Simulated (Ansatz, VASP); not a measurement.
## One calculation of Cd4S, two programs

```
Cd S
1.0
     5.10124    0.00000    0.00000
    -2.55062    4.41780    0.00000
     0.00000    0.00000    5.95380
Cd S
4 1
Direct
  0.33333 0.66667 0.00000
  0.66667 0.33333 0.00000
  0.33333 0.66667 0.50000
  0.66667 0.33333 0.50000
  0.00000 0.00000 0.00000
```

Alike in both runs: functional PBE; k mesh 6 × 6 × 4; occupations gaussian, width 0.1 eV; no spin polarisation.

Ansatz relaxed the structure, and its values are those at the end. VASP's run is a single point on that final structure, the one shown.

|  | VASP | Ansatz |
| --- | --- | --- |
| version | VASP 6.6.1 | Ansatz 0.2.0 |
| potentials or method | VASP PAW PBE potentials, release 64 (Cd, S), cutoff 520 eV | scalar-relativistic, plane waves, PAW |
| valence electrons in the cell | 54 | 86 |

Ansatz gave:

| Quantity | Value |
| --- | --- |
| gap on the k mesh at the Fermi level (eV) | none |
| pressure (GPa) | 0.0 |

Question: What did VASP give for the same quantities?

Answer: gap on the k mesh at the Fermi level (eV): none; pressure (GPa): 0.2.

A gap of «none» marks a metal or a gap that the smearing closes. VASP's potentials hold 54 valence electrons a cell and Ansatz's 86, so a difference there can come from the potentials and not from the codes.
